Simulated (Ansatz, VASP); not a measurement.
SnO: VASP beside Ansatz

The input INCAR:

```
ALGO = Normal
EDIFF = 1E-6
ENCUT = 520
ISIF = 2
ISMEAR = 0
LASPH = T
LCHARG = F
LREAL = F
LWAVE = F
NBANDS = 28
NELM = 100
PREC = Accurate
SIGMA = 0.15
```

Contents of KPOINTS:

```
k-points
0
Gamma
  10 10 8
```

The input POSCAR:

```
SnO
1.0
    3.5032000000      0.0000000000      0.0000000000
    0.0000000000      3.5032000000      0.0000000000
    0.0000000000      0.0000000000      4.2829000000
Sn O
2 2
Direct
    0.0000000000      0.5000000000      0.2457459271
    0.5000000000      0.0000000000      0.7542540729
    0.0000000000      0.0000000000      0.0000000000
    0.5000000000      0.5000000000      0.0000000000
```

Input for Ansatz:

```yaml
crystal:
  lattice:
    - [3.5032, 0.0, 0.0]
    - [0.0, 3.5032, 0.0]
    - [0.0, 0.0, 4.2829]
  atoms:
    - { symbol: Sn, position: [0.0, 0.5, 0.2457459271] }
    - { symbol: Sn, position: [0.5, 0.0, 0.7542540729] }
    - { symbol: O, position: [0.0, 0.0, 0.0] }
    - { symbol: O, position: [0.5, 0.5, 0.0] }
basis:
  ecutwfc: 520.0
kpoints:
  mp_grid: { grid: [10, 10, 8] }
hamiltonian:
  xc: lda
scf:
  occupations: { method: gaussian, width: 0.15 }
output:
  forces: true
  stress: true
  eigenvalues: true
```

Alike in both runs: task single point; functional LDA; k mesh 10 × 10 × 8; occupations gaussian, width 0.15 eV; no spin polarisation.

```csv
,VASP,Ansatz
version,VASP 6.6.1,Ansatz 0.2.0
potentials or method,"VASP PAW LDA potentials, release 64 (Sn_d, O), cutoff 520 eV","scalar-relativistic, plane waves, PAW"
valence electrons in the cell,40,40
```

VASP gave:

```
gap on the k mesh at the Fermi level (eV) : none
rms of the force components (eV/Å)        : 1.922
```

Task: Which values does Ansatz return?

Result: gap on the k mesh at the Fermi level (eV): none; rms of the force components (eV/Å): 1.840.

LDA's correlation is that of Perdew and Zunger in VASP and of Perdew and Wang (1992) in Ansatz. Atom by atom the forces differ by 0.082 eV/Å (rms over components). A gap of «none» marks a metal or a gap that the smearing closes.
